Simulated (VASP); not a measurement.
# Sb (P2_1/m) in VASP: further runs

The runs below take Sb through single point, with PBE.

Everything below comes from runs of VASP 6.6.1. Logs are shortened: lines on timing, memory, paths and dates and some standing lists are left out, and cuts for length are marked.

## (1) The cell of the first run

The structure is monoclinic, space group P2_1/m (No. 11). The conventional cell has a = 3.080 Å, b = 4.289 Å, c = 4.346 Å, α = 90.00°, β = 90.51°, γ = 90.00°. Within 3.9 Å of Sb (site symmetry m) lie 6 Sb at 3.00 to 3.11 Å.

## (2) Single point, PBE (28.71 Å³/atom)

The input, INCAR:

```
SYSTEM = Sb
ALGO     = Normal         ! electronic algorithm
EDIFF    = 1E-6           ! SCF threshold, eV
ENCUT    = 520            ! plane-wave cutoff, eV
GGA      = PE             ! functional
ISIF     = 2              ! what is computed and relaxed
ISMEAR   = -1             ! smearing method
LASPH    = .TRUE.         ! aspherical terms in the spheres
LCHARG   = .FALSE.        ! write CHGCAR
LREAL    = .FALSE.        ! projectors in reciprocal space
LWAVE    = .FALSE.        ! write WAVECAR
NBANDS   = 12             ! bands
NELM     = 60             ! most SCF steps
PREC     = Accurate       ! precision mode
SIGMA    = 0.05           ! smearing width, eV
```

The input, KPOINTS:

```
k-points
0
G
  9 6 6
  0 0 0
```

The input, POSCAR:

```
Sb
1.0
    3.0802022053      0.0000000000      0.0000000000
    0.0000000000      4.2887605540      0.0000000000
   -0.0383890571      0.0000000000      4.3463061600
Sb
2
Direct
    0.0113890000      0.2500000000      0.2411660000
    0.9886110000      0.7500000000      0.7588340000
```

Potentials or basis: VASP PAW PBE potentials, release 64 (Sb).

Run with:

```bash
$ cat potpaw_PBE.64/Sb/POTCAR > POTCAR
$ mpirun -np 1 vasp_std > vasp.out
```

OUTCAR:

```text
SYSTEM = Sb
   EDIFF = 1E-6
   ENCUT = 520
   GGA = PE
   ISIF = 2
   ISMEAR = -1
   LASPH = .TRUE.
   LREAL = .FALSE.
   NELM = 60
   PREC = Accurate

 ion  position               nearest neighbor table
   1  0.011  0.250  0.241-   2 3.00   2 3.00   2 3.11   2 3.11
   2  0.989  0.750  0.759-   1 3.00   1 3.00   1 3.11   1 3.11

  LATTYP: Found a simple monoclinic cell.
 ALAT       =     3.0802022053
 B/A-ratio  =     1.3923633152
 C/A-ratio  =     1.4111007668
 COS(beta)  =    -0.0088322263

  Lattice vectors:

 A1 = (   3.0802022053,   0.0000000000,   0.0000000000)
 A2 = (   0.0000000000,   4.2887605540,   0.0000000000)
 A3 = (  -0.0383890571,   0.0000000000,   4.3463061600)

Analysis of symmetry for initial positions (statically):
=====================================================================
 Subroutine PRICEL returns:
 Original cell was already a primitive cell.

 Routine SETGRP: Setting up the symmetry group for a
 simple monoclinic supercell.

 Subroutine GETGRP returns: Found  4 space group operations
 (whereof  2 operations were pure point group operations)
 out of a pool of  4 trial point group operations.

The static configuration has the point symmetry S_2 .
 The point group associated with its full space group is C_2h.

Analysis of symmetry for dynamics (positions and initial velocities):
=====================================================================
 Subroutine PRICEL returns:
 Original cell was already a primitive cell.

 Routine SETGRP: Setting up the symmetry group for a
 simple monoclinic supercell.

 Subroutine GETGRP returns: Found  4 space group operations
 (whereof  2 operations were pure point group operations)
 out of a pool of  4 trial point group operations.

The dynamic configuration has the point symmetry S_2 .
 The point group associated with its full space group is C_2h.

 Subroutine INISYM returns: Found  4 space group operations
 (whereof  2 operations are pure point group operations),
 and found     1 'primitive' translations

----------------------------------------------------------------------------------------

                                     Primitive cell

  volume of cell :      57.4158

  direct lattice vectors                    reciprocal lattice vectors
     3.080202205  0.000000000  0.000000000     0.324654011  0.000000000  0.002867530
     0.000000000  4.288760554  0.000000000     0.000000000  0.233167599  0.000000000
    -0.038389057  0.000000000  4.346306160     0.000000000  0.000000000  0.230080432

  length of vectors
     3.080202205  4.288760554  4.346475694     0.324666674  0.233167599  0.230080432

  position of ions in fractional coordinates (direct lattice)
     0.011389000  0.250000000  0.241166000
     0.988611000  0.750000000  0.758834000

  ion indices of the primitive-cell ions
   primitive index   ion index
                 1           1
                 2           2

----------------------------------------------------------------------------------------

 KPOINTS: k-points

Automatic generation of k-mesh.
 Grid dimensions read from file:
 generate k-points for:    9    6    6

 Generating k-lattice:

  Cartesian coordinates                     Fractional coordinates (reciprocal lattice)
     0.036072668  0.000000000  0.000318614     0.111111111  0.000000000  0.000000000
     0.000000000  0.038861266  0.000000000     0.000000000  0.166666667  0.000000000
     0.000000000  0.000000000  0.038346739     0.000000000  0.000000000  0.166666667

  Length of vectors
     0.036074075  0.038861266  0.038346739

  Shift w.r.t. Gamma in fractional coordinates (k-lattice)
     0.000000000  0.000000000  0.000000000

 Subroutine IBZKPT returns following result:
 ===========================================

 Found    112 irreducible k-points:

 Following reciprocal coordinates:
            Coordinates               Weight
  0.000000  0.000000  0.000000      1.000000
  0.111111  0.000000  0.000000      2.000000
  0.222222  0.000000  0.000000      2.000000
  0.333333  0.000000  0.000000      2.000000
  0.444444  0.000000  0.000000      2.000000
  0.000000  0.166667  0.000000      2.000000
[... 16 lines left out ...]
  0.222222  0.000000  0.166667      2.000000
  0.333333  0.000000  0.166667      2.000000
 [... further k-points ...]
   k-points           NKPTS =    112   k-points in BZ     NKDIM =    112   number of bands    NBANDS=     12
   number of dos      NEDOS =    301   number of ions     NIONS =      2
   total plane-waves  NPLWV =  24576
   dimension x,y,z NGX =    24 NGY =   32 NGZ =   32
   dimension x,y,z NGXF=    48 NGYF=   64 NGZF=   64
   ions per type =               2
   NGX,Y,Z   is equivalent  to a cutoff of  12.95, 12.40, 12.24 a.u.
   NGXF,Y,Z  is equivalent  to a cutoff of  25.91, 24.81, 24.48 a.u.
 SYSTEM =  Sb
   PREC   = accura    normal or accurate (medium, high low for compatibility)
   ISTART =      0    job   : 0-new  1-cont  2-samecut
   ICHARG =      2    charge: 1-file 2-atom 10-const
   ISPIN  =      1    spin polarized calculation?
   LNONCOLLINEAR =      F non collinear calculations
   LSORBIT =      F    spin-orbit coupling
   LASPH  =      T    aspherical Exc in radial PAW
   ENCUT  =  520.0 eV  38.22 Ry    6.18 a.u.   5.73  7.97  8.08*2*pi/ulx,y,z
   NELM   =     60;   NELMIN=  2; NELMDL= -5     # of ELM steps
   EDIFF  = 0.1E-05   stopping-criterion for ELM
   LREAL  =      F    real-space projection
   EDIFFG = 0.1E-04   stopping-criterion for IOM
   NSW    =      0    number of steps for IOM
   IBRION =     -1    ionic relax: 0-MD 1-quasi-New 2-CG
   NFREE  =      0    steps in history (QN), initial steepest desc. (CG)
   ISIF   =      2    stress and relaxation
   ISYM   =      2    0-nonsym 1-usesym 2-fastsym
   POTIM  = 0.5000    time-step for ionic-motion
   TEBEG  =    0.0;   TEEND  =   0.0 temperature during run
   PSTRESS=    0.0 pullay stress
   NELECT =      10.0000    total number of electrons
   NUPDOWN=      -1.0000    fix difference up-down
   EMIN   =  10.00;   EMAX   =-10.00  energy-range for DOS
   EFERMI =   0.00;   METHOD = LEGACY
   ISMEAR =    -1;   SIGMA  =   0.05  broadening in eV -4-tet -1-fermi 0-gaus
   EFERMI_NEDOS =   21; number of points for ismear=-14 and -15
   IALGO  =     38    algorithm
   IMIX   =      4    mixing-type and parameters
     AMIX     =   0.40;   BMIX     =  1.00
     AMIX_MAG =   1.60;   BMIX_MAG =  1.00
  volume/ion in A,a.u.               =      28.71       193.73
  Fermi-wavevector in a.u.,A,eV,Ry     =   0.914249  1.727680 11.372441  0.835851
  Thomas-Fermi vector in A             =   2.038854
   LORBIT       =      0    0 simple, 1 ext, 2 COOP (PROOUT), +10 PAW based schemes
   GGA     = PE    functional components
   LHFCALC =     F    Hartree Fock is set to
   AEXX    =    0.0000 exact exchange contribution
   IVDW    =     0    specifies the selected vdW correction
   LEPSILON=     F    determine dielectric tensor
   LRPA    =     F    only Hartree local field effects (RPA)
 non-spin polarized calculation
  energy-cutoff  :      520.00
  volume of cell :       57.42
 maximum number of plane-waves:      1580
   NGX = 11   NGY = 15   NGZ = 17

 number of electron      10.0000001 magnetization

 Free energy of the ion-electron system (eV)
  ---------------------------------------------------
  ext. energy  EPLUGINS =         0.00000000
  ---------------------------------------------------
  free energy    TOTEN  =        -8.14614021 eV

  energy without entropy =       -8.13380558  energy(sigma->0) =       -8.13997290

 E-fermi :   7.7786     XC(G=0):  -9.7904

 val. band max:        7.7655795743   @ k =   0.4444   0.3333   0.0000
 cond. band min:       7.7866862568   @ k =  -0.1111   0.3333   0.1667
 fundamental gap:      0.0211066825
 Fermi energy:         7.7785977822

 k-point     1 :       0.0000    0.0000    0.0000
  band No.  band energies     occupation
      1      -5.0738      2.00000
      2       0.3275      2.00000
      3       3.8658      2.00000
      4       4.0034      2.00000
      5       9.6139      0.00000
      6      10.8176      0.00000
      7      11.0545      0.00000
      8      11.1783      0.00000
      9      14.4149      0.00000
     10      14.6538      0.00000
     11      15.2690      0.00000
     12      16.1628      0.00000

 k-point     2 :       0.1111    0.0000    0.0000
  band No.  band energies     occupation
      1      -4.8916      2.00000
      2       0.5172      2.00000
      3       4.0353      2.00000
      4       4.1729      2.00000
      5       8.9001      0.00000
      6       9.7850      0.00000
      7      11.2342      0.00000
      8      11.3565      0.00000
      9      13.6069      0.00000
     10      14.7954      0.00000
     11      15.5788      0.00000
     12      17.3716      0.00000

 k-point     3 :       0.2222    0.0000    0.0000
  band No.  band energies     occupation
      1      -4.3587      2.00000
      2       1.0838      2.00000
      3       4.5122      2.00000
      4       4.6498      2.00000
      5       6.1221      2.00000
      6      10.2911      0.00000
      7      10.8973      0.00000
      8      11.7380      0.00000
      9      11.8637      0.00000
     10      15.2134      0.00000
     11      15.7343      0.00000
     12      15.8910      0.00000

 k-point     4 :       0.3333    0.0000    0.0000
  band No.  band energies     occupation
      1      -3.5442      2.00000
      2       1.9998      2.00000
      3       3.6866      2.00000
      4       5.1806      2.00000
      5       5.3146      2.00000
      6       8.3243      0.00004
      7      11.1011      0.00000
      8      12.4281      0.00000
      9      12.5549      0.00000
     10      13.7621      0.00000
     11      13.9168      0.00000
     12      15.8768      0.00000

 k-point     5 :       0.4444    0.0000    0.0000
  band No.  band energies     occupation
      1      -2.7372      2.00000
      2       2.0230      2.00000
      3       3.0955      2.00000
      4       5.7350      2.00000
      5       5.8700      2.00000
      6       6.3817      2.00000
      7      12.0067      0.00000
      8      12.4926      0.00000
      9      12.5937      0.00000
     10      13.1187      0.00000
     11      13.2384      0.00000
     12      14.7838      0.00000
[... 228 lines left out ...]
      1      -4.8663      2.00000
      2      -0.4612      2.00000
      3       4.2586      2.00000
      4       4.4602      2.00000
      5       9.8137      0.00000
      6       9.9242      0.00000
      7      10.6333      0.00000
      8      11.0252      0.00000
      9      14.5530      0.00000
     10      15.1149      0.00000
     11      16.1718      0.00000
     12      17.2968      0.00000

 k-point    22 :       0.1111    0.0000    0.1667
  band No.  band energies     occupation
      1      -4.6811      2.00000
      2      -0.2837      2.00000
      3       4.4315      2.00000
      4       4.6395      2.00000
      5       9.0655      0.00000
      6       9.9761      0.00000
      7      10.1158      0.00000
      8      10.8151      0.00000
      9      13.1414      0.00000
     10      16.3327      0.00000
     11      16.6533      0.00000
     12      17.8390      0.00000

 k-point    23 :       0.2222    0.0000    0.1667
  band No.  band energies     occupation
      1      -4.1453      2.00000
      2       0.2606      2.00000
      3       4.9124      2.00000
      4       5.1349      2.00000
      5       6.2986      2.00000
      6      10.3996      0.00000
      7      10.4609      0.00000
      8      10.6261      0.00000
      9      11.3411      0.00000
     10      15.8083      0.00000
     11      16.0549      0.00000
     12      16.7644      0.00000

 k-point    24 :       0.3333    0.0000    0.1667
  band No.  band energies     occupation
      1      -3.3287      2.00000
      2       1.1286      2.00000
      3       3.8677      2.00000
      4       5.5809      2.00000
      5       5.8217      2.00000
      6       7.9260      0.09969
      7      11.1568      0.00000
      8      11.3514      0.00000
      9      12.1094      0.00000
     10      13.7757      0.00000
     11      14.0794      0.00000
     12      17.3708      0.00000

 [... further k-points ...]

------------------------ aborting loop because EDIFF is reached ----------------------------------------

  FORCE on cell =-STRESS in cart. coord.  units (eV):
  Direction    XX          YY          ZZ          XY          YZ          ZX
  --------------------------------------------------------------------------------------
  -------------------------------------------------------------------------------------
  Total        1.0546583      0.9687731      1.0915968      0.0000000      0.0000000      0.0357915
  in kB       29.4300515     27.0334391     30.4608128      0.0000000      0.0000000      0.9987563
  external PRESSURE =      28.9747678 kB  Pullay stress =       0.0000000 kB

 VOLUME and BASIS-vectors are now :
 -----------------------------------------------------------------------------
  energy-cutoff  :      520.00
  volume of cell :       57.42
      direct lattice vectors                 reciprocal lattice vectors
     3.080202205  0.000000000  0.000000000     0.324654011  0.000000000  0.002867530
     0.000000000  4.288760554  0.000000000     0.000000000  0.233167599  0.000000000
    -0.038389057  0.000000000  4.346306160     0.000000000  0.000000000  0.230080432

 POSITION                                       TOTAL-FORCE (eV/Angst)
 -----------------------------------------------------------------------------------
      0.02582      1.07219      1.04818        -0.023693     -0.000000      0.123847
      3.01599      3.21657      3.29812         0.023693      0.000000     -0.123847
 -----------------------------------------------------------------------------------
    total drift:                               -0.000000      0.000000      0.000000

  FREE ENERGIE OF THE ION-ELECTRON SYSTEM (eV)
  ---------------------------------------------------
  free  energy   TOTEN  =        -8.1461402147 eV

  energy  without entropy=       -8.1338055825  energy(sigma->0) =       -8.13997290
```

Wall time 60 s (1 thread of Intel Xeon 8259CL, shared host); peak memory 0.21 GiB.

Results:

- Free energy: -8.1461 eV
- Pressure: 2.9 GPa
- Largest force: 0.126 eV/Å
- Band gap on the k mesh: zero (bands 5 and 6 overlap by 8.73 eV)

Forces in eV/Å, atoms in the order of the input:
```
Sb  -0.024  0.000  0.124
Sb   0.024  0.000 -0.124
```

Stress tensor (GPa, compression positive):
```
2.94 0.00 0.10
0.00 2.70 0.00
0.10 0.00 3.05
```

Levels at points of the mesh, in eV from the Fermi level:
```csv
k point,band 2,band 3,band 4,band 5,band 6,band 7,band 8,band 9
"(0.00, 0.00, 0.00)",-7.45,-3.91,-3.78,1.84,3.04,3.28,3.40,6.64
"(0.00, 0.50, 0.00)",-10.97,-1.67,-1.67,-1.03,-1.03,4.82,4.82,8.11
"(0.00, 0.00, 0.50)",-10.78,-1.78,-1.24,-1.05,-0.89,4.60,5.00,7.76
"(0.00, 0.50, 0.50)",-10.25,-6.00,-6.00,5.20,5.20,5.47,5.47,8.93
```

Caveat: spin-orbit coupling is left out, which moves the levels of the heavy elements.

## (3) Single point, PBE (29.90 Å³/atom)

This run uses another cell than the first one, of 29.90 Å³/atom.

The input, INCAR:

```
SYSTEM = Sb
ALGO = Normal
EDIFF = 1E-6
ENCUT = 520
GGA = PE
ISIF = 2
ISMEAR = -1
LASPH = .TRUE.
LCHARG = .FALSE.
LREAL = .FALSE.
LWAVE = .FALSE.
NBANDS = 12
NELM = 80
PREC = Accurate
SIGMA = 0.05
```

KPOINTS is that of step 2.

The input, POSCAR:

```
Sb
1.0
    3.1224020000      0.0000000000      0.0000000000
    0.0000000000      4.3475180000      0.0000000000
   -0.0389150000      0.0000000000      4.4058520000
Sb
2
Direct
    0.0113890000      0.2500000000      0.2411660000
    0.9886110000      0.7500000000      0.7588340000
```

Potentials or basis: VASP PAW PBE potentials, release 64 (Sb).

Run with:

```bash
$ cat potpaw_PBE.64/Sb/POTCAR > POTCAR
$ mpirun -np 1 vasp_std > vasp.out
```

Wall time 76 s (1 thread of Intel Xeon 8259CL, shared host); peak memory 0.22 GiB.

Results (log left out):

```
Free energy            : -8.1701 eV
Pressure               : 0.4 GPa
Largest force          : 0.061 eV/Å
Band gap on the k mesh : zero (bands 5 and 6 overlap by 8.33 eV)
```

Forces on the atoms (eV/Å):
```
Sb  -0.028  0.000  0.054
Sb   0.028  0.000 -0.054
```

Stress tensor (GPa, compression positive):
```
0.68 0.00 0.08
0.00 0.14 0.00
0.08 0.00 0.41
```

Levels at points of the mesh, in eV from the Fermi level:
```csv
k point,band 1,band 2,band 3,band 4,band 5,band 6,band 7,band 8,band 9,band 10
"(0.00, 0.00, 0.00)",-12.51,-7.44,-3.70,-3.57,2.00,2.97,3.19,3.32,6.56,6.86
"(0.00, 0.50, 0.00)",-10.71,-10.71,-1.56,-1.56,-0.97,-0.97,4.65,4.65,8.04,8.04
"(0.00, 0.00, 0.50)",-10.95,-10.53,-1.65,-1.13,-1.00,-0.85,4.43,4.81,7.71,7.89
"(0.00, 0.50, 0.50)",-10.06,-10.06,-5.69,-5.69,4.98,4.98,5.25,5.25,8.84,8.84
```

Caveat: spin-orbit coupling is left out, which moves the levels of the heavy elements.

## (4) Single point, PBE (31.10 Å³/atom)

This run uses another cell than the first one, of 31.10 Å³/atom.

The input, INCAR:

```
SYSTEM = Sb
PREC = Accurate ; ENCUT = 520
EDIFF = 1E-6 ; ISMEAR = -1
SIGMA = 0.05 ; LREAL = .False.
LASPH = .True. ; NELM = 100
ALGO = Normal ; ISIF = 2
LWAVE = .False. ; LCHARG = .False.
GGA = PE ; NBANDS = 12
```

The input, KPOINTS:

```
regular mesh
0
Gamma
  9 6 6
  0 0 0
```

The input, POSCAR:

```
Sb
1.0
    3.1634909488      0.0000000000      0.0000000000
    0.0000000000      4.4047287450      0.0000000000
   -0.0394270982      0.0000000000      4.4638303856
Sb
2
Direct
    0.0113890000      0.2500000000      0.2411660000
    0.9886110000      0.7500000000      0.7588340000
```

Run with:

```bash
$ cat potpaw_PBE.64/Sb/POTCAR > POTCAR
$ mpirun -np 1 vasp_std > vasp.out
```

Wall time 71 s (1 thread of Intel Xeon 8259CL, shared host); peak memory 0.22 GiB.

It converged, with:

- Free energy: -8.1609 eV
- Pressure: -1.6 GPa
- Largest force: 0.031 eV/Å
- Band gap on the k mesh: zero (bands 5 and 6 overlap by 7.96 eV)

Forces on the atoms (eV/Å):
```
Sb  -0.031  0.000 -0.004
Sb   0.031  0.000  0.004
```

Stress tensor (GPa, compression positive):
```
-1.17  0.00  0.06
 0.00 -1.84  0.00
 0.06  0.00 -1.71
```

Levels at points of the mesh, in eV from the Fermi level:
| k point | band 2 | band 3 | band 4 | band 5 | band 6 | band 7 | band 8 | band 9 |
| --- | --- | --- | --- | --- | --- | --- | --- | --- |
| (0.00, 0.00, 0.00) | -7.43 | -3.50 | -3.38 | 2.15 | 2.90 | 3.11 | 3.26 | 6.44 |
| (0.00, 0.50, 0.00) | -10.47 | -1.45 | -1.45 | -0.91 | -0.91 | 4.49 | 4.49 | 7.98 |
| (0.00, 0.00, 0.50) | -10.30 | -1.53 | -1.02 | -0.95 | -0.81 | 4.28 | 4.64 | 7.67 |
| (0.00, 0.50, 0.50) | -9.88 | -5.40 | -5.40 | 4.79 | 4.79 | 5.04 | 5.04 | 8.75 |

Caveat: spin-orbit coupling is left out, which moves the levels of the heavy elements.

## (5) The runs side by side

```csv
cell,gap on the mesh (eV),pressure (GPa),largest force (eV/Å)
"a = 3.080, b = 4.289, c = 4.346 Å, angles 90.0, 90.5, 90.0°, 2 atoms",none,2.9,0.13
"a = 3.122, b = 4.348, c = 4.406 Å, angles 90.0, 90.5, 90.0°, 2 atoms",none,0.4,0.06
"a = 3.163, b = 4.405, c = 4.464 Å, angles 90.0, 90.5, 90.0°, 2 atoms",none,-1.6,0.03
```

Alike in all rows: task single point; level PBE; potentials or basis VASP PAW PBE potentials, release 64 (Sb); no spin polarisation; k mesh 9 × 6 × 6; cutoff (eV) 520; smearing fermi-dirac 0.05 eV.

Caveats: spin-orbit coupling is left out, which moves the levels of the heavy elements.

Total energies depend on the potentials used, so only differences within one code and one set of settings carry meaning.

The gap in the log of VASP goes by the Fermi energy; the results here count the filled bands.